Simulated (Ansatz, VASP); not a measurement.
One calculation of Ge4P, two programs

```xyz
5
Lattice="5.6246 0.0000 0.0000 -2.8123 4.8710 0.0000 0.0000 0.0000 4.7303" Properties=species:S:1:pos:R:3 pbc="T T T"
Ge    2.8123    0.0000    2.3652
Ge   -1.4061    2.4355    2.3652
Ge    1.4061    2.4355    2.3652
Ge    0.0000    0.0000    2.3652
P     0.0000    0.0000    0.0000
```

Alike in both runs: functional PBE; k mesh 12 × 12 × 8; occupations gaussian, width 0.1 eV; no spin polarisation.

Ansatz relaxed the structure, and its values are those at the end. VASP's run is a single point on that final structure, the one shown.

|  | VASP | Ansatz |
| --- | --- | --- |
| version | VASP 6.6.1 | Ansatz 0.2.0 |
| potentials or method | VASP PAW PBE potentials, release 64 (Ge_d, P), cutoff 520 eV | scalar-relativistic, plane waves, PAW |
| valence electrons in the cell | 61 | 61 |

VASP gave:

- gap on the k mesh at the Fermi level (eV): none
- pressure (GPa): -0.2

Estimate Ansatz's values.

gap on the k mesh at the Fermi level (eV): none; pressure (GPa): 0.0.

A gap of «none» marks a metal or a gap that the smearing closes.
